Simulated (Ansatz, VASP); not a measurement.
# Two plane-wave programs on As

Contents of INCAR:

```
SYSTEM = As
PREC = Accurate
ENCUT = 520
EDIFF = 1E-6
ISMEAR = -1
SIGMA = 0.1
LREAL = .False.
LASPH = .True.
NELM = 80
ALGO = Normal
ISIF = 2
LWAVE = .False.
LCHARG = .False.
GGA = B5
ALDAX = 1.0
AGGAX = 1.0
AGGAC = 1.0
ALDAC = 0.0
NBANDS = 12
```

Contents of KPOINTS:

```
regular mesh
0
Gamma
  14 14 7
  0 0 0
```

Contents of POSCAR:

```
As
1.0
    2.9763503437      0.0000000000      0.0000000000
   -1.4881751718      2.5775950082      0.0000000000
    0.0000000000      0.0000000000      5.3709403089
As
2
Direct
    0.3333333333      0.6666666667      0.2500000000
    0.6666666667      0.3333333333      0.7500000000
```

Input for Ansatz:

```yaml
crystal:
  lattice:
    - [2.9763503437, 0.0, 0.0]
    - [-1.4881751718, 2.5775950082, 0.0]
    - [0.0, 0.0, 5.3709403089]
  atoms:
    - { symbol: As, position: [0.3333333333, 0.6666666667, 0.25] }
    - { symbol: As, position: [0.6666666667, 0.3333333333, 0.75] }
hamiltonian:
  xc: blyp
  pseudopotentials:
    kind: paw
    azcp:
      As: "pseudopotentials/As.paw.azcp"
basis:
  ecutwfc: 420
  fft_grid_basis: typed
kpoints:
  mp_grid: { grid: [14, 14, 7], shift: [0, 0, 0] }
magnetization:
  spin_polarized: false
scf:
  occupations: { method: fermi_dirac, width: 0.1 }
  lower_state_search: "off"
output:
  stress: true
  write_density: true
  write_potential: true
  elf: true
  volumetric_format: npy
```

Alike in both runs: task single point; functional BLYP; k mesh 14 × 14 × 7; occupations fermi-dirac, width 0.1 eV; no spin polarisation.

```csv
,VASP,Ansatz
version,VASP 6.6.1,Ansatz 0.2.0
potentials or method,"VASP PAW PBE potentials, release 64 (As), cutoff 520 eV","plane waves (420 eV) with PAW, scalar-relativistic"
valence electrons in the cell,10,30
```

Ansatz gave:

| Property | Result |
| --- | --- |
| pressure (GPa) | 2.8 |
| traceless stress, the component that is largest in VASP (GPa) | -0.59 |

Question: What did VASP give for the same quantities?

Answer: Pressure (GPa): 3.1; traceless stress, the component that is largest in VASP (GPa): -0.65.

VASP's potentials were made for PBE, not for BLYP. VASP's potentials hold 10 valence electrons a cell and Ansatz's 30, so a difference there can come from the potentials and not from the codes.
